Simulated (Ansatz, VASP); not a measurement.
**Two plane-wave programs on ZnS**

```xyz
2
Lattice="0.0000 2.6484 2.6484 2.6484 0.0000 2.6484 2.6484 2.6484 0.0000" Properties=species:S:1:pos:R:3 pbc="T T T"
Zn    0.0000    0.0000    0.0000
S     3.9726    3.9726    3.9726
```

Change from the starting cell: strained cell.

Alike in both runs: task relaxation of the atoms; functional PBE; k mesh 10 × 10 × 10; occupations gaussian, width 0.02 eV; no spin polarisation.

```csv
,VASP,Ansatz
version,VASP 6.6.1,Ansatz 0.2.0
potentials or method,"VASP PAW PBE potentials, release 64 (Zn, S), cutoff 520 eV","scalar-relativistic, plane waves, PAW"
valence electrons in the cell,18,18
```

```tsv
	VASP	Ansatz	Ansatz less VASP
gap on the k mesh at the Fermi level, each at its own relaxed structure (eV)	2.38	2.37	-0.014
```

Ansatz's warnings: stress scf threshold loose.

Noted on VASP's run: the relaxation stopped at its first step, so nothing moved.
